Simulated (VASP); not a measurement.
# Ni (Fm-3m) in VASP: single point with LDA

Aim: the single point of Ni with LDA.

Program: VASP 6.6.1. These are calculated values, not measurements. Logs are shortened: lines on timing, memory, paths and dates and some standing lists are left out, and cuts for length are marked.

### 1 The cell of the first run

The structure is cubic, space group Fm-3m (No. 225). The conventional cell has a = 3.539 Å, b = 3.539 Å, c = 3.539 Å, α = 90.00°, β = 90.00°, γ = 90.00°. Ni (site symmetry m-3m) has 12 Ni at 2.50 Å within 3.3 Å.

### 2 Single point, LDA, collinear spin, ferromagnetic start

Contents of INCAR:

```
SYSTEM = Ni
  PREC = Accurate
  ENCUT = 520
  EDIFF = 1E-6
  ISMEAR = -1
  SIGMA = 0.05
  LREAL = .FALSE.
  LASPH = .TRUE.
  NELM = 150
  ALGO = Normal
  ISIF = 2
  LWAVE = .FALSE.
  LCHARG = .FALSE.
  ISPIN = 2
  MAGMOM = 2 2
  LORBIT = 11
  LMAXMIX = 4
  ISYM = 0
  NBANDS = 21
```

Contents of KPOINTS:

```
Automatic mesh
0
G
  7 13 13
  0 0 0
```

Contents of POSCAR:

```
Ni
1.0
    0.0000000000      3.5388000000      3.5388000000
    1.7694000000      0.0000000000      1.7694000000
    1.7694000000      1.7694000000      0.0000000000
Ni
2
Direct
    0.0000000000      0.0000000000      0.0000000000
    0.5000000000      0.0000000000      0.0000000000
```

Potentials or basis: VASP PAW LDA potentials, release 64 (Ni).

On the command line:

```sh
$ cat potpaw_LDA.64/Ni/POTCAR > POTCAR
$ mpirun -np 1 vasp_std > vasp.out
```

OUTCAR:

```text
SYSTEM = Ni
   PREC = Accurate
   ENCUT = 520
   EDIFF = 1E-6
   ISMEAR = -1
   LREAL = .FALSE.
   LASPH = .TRUE.
   NELM = 150
   ISIF = 2
   ISPIN = 2
   LORBIT = 11
   ISYM = 0

 ion  position               nearest neighbor table
   1  0.000  0.000  0.000-   2 2.50   2 2.50   2 2.50   2 2.50   2 2.50   2 2.50
   2  0.500  0.000  0.000-   1 2.50   1 2.50   1 2.50   1 2.50   1 2.50   1 2.50

IMPORTANT INFORMATION: All symmetrisations will be switched off!
NOSYMM: (Re-)initialisation of all symmetry stuff for point group C_1.

----------------------------------------------------------------------------------------

                                     Primitive cell

  volume of cell :      22.1584

  direct lattice vectors                    reciprocal lattice vectors
     0.000000000  3.538800000  3.538800000    -0.141290833  0.141290833  0.141290833
     1.769400000  0.000000000  1.769400000     0.282581666 -0.282581666  0.282581666
     1.769400000  1.769400000  0.000000000     0.282581666  0.282581666 -0.282581666

  length of vectors
     5.004618955  2.502309477  2.502309477     0.244722901  0.489445803  0.489445803

  position of ions in fractional coordinates (direct lattice)
     0.000000000  0.000000000  0.000000000
     0.500000000  0.000000000  0.000000000

  ion indices of the primitive-cell ions
   primitive index   ion index
                 1           1
                 2           2

----------------------------------------------------------------------------------------

 KPOINTS: Automatic mesh

Automatic generation of k-mesh.
 Grid dimensions read from file:
 generate k-points for:    7   13   13

 Generating k-lattice:

  Cartesian coordinates                     Fractional coordinates (reciprocal lattice)
    -0.020184405  0.020184405  0.020184405     0.142857143  0.000000000  0.000000000
     0.021737051 -0.021737051  0.021737051     0.000000000  0.076923077  0.000000000
     0.021737051  0.021737051 -0.021737051     0.000000000  0.000000000  0.076923077

  Length of vectors
     0.034960414  0.037649677  0.037649677

  Shift w.r.t. Gamma in fractional coordinates (k-lattice)
     0.000000000  0.000000000  0.000000000

 -----------------------------------------------------------------------------
|                                                                             |
|           W    W    AA    RRRRR   N    N  II  N    N   GGGG   !!!           |
|           W    W   A  A   R    R  NN   N  II  NN   N  G    G  !!!           |
|           W    W  A    A  R    R  N N  N  II  N N  N  G       !!!           |
|           W WW W  AAAAAA  RRRRR   N  N N  II  N  N N  G  GGG   !            |
|           WW  WW  A    A  R   R   N   NN  II  N   NN  G    G                |
|           W    W  A    A  R    R  N    N  II  N    N   GGGG   !!!           |
[... 87 lines left out ...]
  Thomas-Fermi vector in A             =   2.682090
   LORBIT       =     11    0 simple, 1 ext, 2 COOP (PROOUT), +10 PAW based schemes
   GGA     = CA    functional components
   LHFCALC =     F    Hartree Fock is set to
   AEXX    =    0.0000 exact exchange contribution
   IVDW    =     0    specifies the selected vdW correction
   LEPSILON=     F    determine dielectric tensor
   LRPA    =     F    only Hartree local field effects (RPA)
 spin polarized calculation
  energy-cutoff  :      520.00
  volume of cell :       22.16
 maximum number of plane-waves:       609
 NGX is ok and might be reduce to    40
   NGX = 19   NGY =  9   NGZ =  9

 number of electron      20.0000019 magnetization       1.1919248

 Free energy of the ion-electron system (eV)
  ---------------------------------------------------
  ext. energy  EPLUGINS =         0.00000000
  ---------------------------------------------------
  free energy    TOTEN  =       -13.03256343 eV

  energy without entropy =      -13.00255465  energy(sigma->0) =      -13.01755904

 E-fermi :   8.7654     XC(G=0): -13.5049

 val. band max:        8.7647737477   @ k =  -0.1429  -0.4615   0.3846
 cond. band min:       8.7669896821   @ k =  -0.2857  -0.1538   0.2308
 fundamental gap:      0.0022159344
 Fermi energy:         8.7654275173

 spin component 1

 k-point     1 :       0.0000    0.0000    0.0000
  band No.  band energies     occupation
      1      -0.0885      1.00000
      2       4.0824      1.00000
      3       6.4707      1.00000
      4       6.4714      1.00000
      5       6.4715      1.00000
      6       6.4719      1.00000
[... 565 lines left out ...]
     20      35.1584      0.00000
     21      35.6850      0.00000

 [... further k-points ...]

 spin component 2

 k-point     1 :       0.0000    0.0000    0.0000
  band No.  band energies     occupation
      1      -0.0491      1.00000
      2       4.4586      1.00000
      3       7.0223      1.00000
      4       7.0224      1.00000
      5       7.0787      1.00000
      6       7.0798      1.00000
[... 565 lines left out ...]
     20      35.2845      0.00000
     21      35.8138      0.00000

 [... further k-points ...]
[... 5 lines left out ...]
  --------------------------------------------------------------------------------------
  -------------------------------------------------------------------------------------
  Total       -2.7494122     -2.7474694     -2.7474726      0.0033165     -0.0047816      0.0033174
  in kB     -198.7981698   -198.6576940   -198.6579263      0.2398016     -0.3457375      0.2398654
  external PRESSURE =    -198.7045967 kB  Pullay stress =       0.0000000 kB

 VOLUME and BASIS-vectors are now :
 -----------------------------------------------------------------------------
  energy-cutoff  :      520.00
  volume of cell :       22.16
      direct lattice vectors                 reciprocal lattice vectors
     0.000000000  3.538800000  3.538800000    -0.141290833  0.141290833  0.141290833
     1.769400000  0.000000000  1.769400000     0.282581666 -0.282581666  0.282581666
     1.769400000  1.769400000  0.000000000     0.282581666  0.282581666 -0.282581666

 POSITION                                       TOTAL-FORCE (eV/Angst)
 -----------------------------------------------------------------------------------
      0.00000      0.00000      0.00000         0.000000     -0.000000      0.000000
      0.00000      1.76940      1.76940        -0.000000      0.000000     -0.000000
 -----------------------------------------------------------------------------------
    total drift:                                0.000000      0.000000      0.000001

  FREE ENERGIE OF THE ION-ELECTRON SYSTEM (eV)
  ---------------------------------------------------
  free  energy   TOTEN  =       -13.0325634335 eV

  energy  without entropy=      -13.0025546493  energy(sigma->0) =      -13.01755904

 total charge

# of ion       s       p       d       tot
------------------------------------------
    1        0.491   0.480   8.318   9.289
    2        0.491   0.480   8.318   9.289
--------------------------------------------------
tot          0.982   0.960  16.636  18.578

 magnetization (x)

# of ion       s       p       d       tot
------------------------------------------
    1       -0.005  -0.018   0.624   0.602
    2       -0.005  -0.018   0.624   0.602
--------------------------------------------------
tot         -0.010  -0.035   1.249   1.204
```

It took 4.5 min on 1 thread of AMD EPYC 9R45 (Zen 5), shared host; peak memory 0.41 GiB.

What came out:

* Free energy: -13.0326 eV
* Pressure: -19.9 GPa
* Net moment: 1.19 μB per cell
* Site moments: Ni +0.60 μB
* Valence electrons inside the program's atomic spheres: Ni 9.29

Levels at points of the mesh, in eV from the Fermi level:
Spin up:
```
           k point  band 7  band 8  band 9  band 10  band 11  band 12  band 13  band 14  band 15  band 16
(0.00, 0.00, 0.00)   -2.29   -1.17   -1.17    -0.50    -0.50    -0.22     5.59    22.17    23.64    24.25
```
Spin down:
```
           k point  band 7  band 8  band 9  band 10  band 11  band 12
(0.00, 0.00, 0.00)   -1.68   -0.61   -0.61    -0.19     0.14     0.14
```

Caveat: the cell stands under tension.
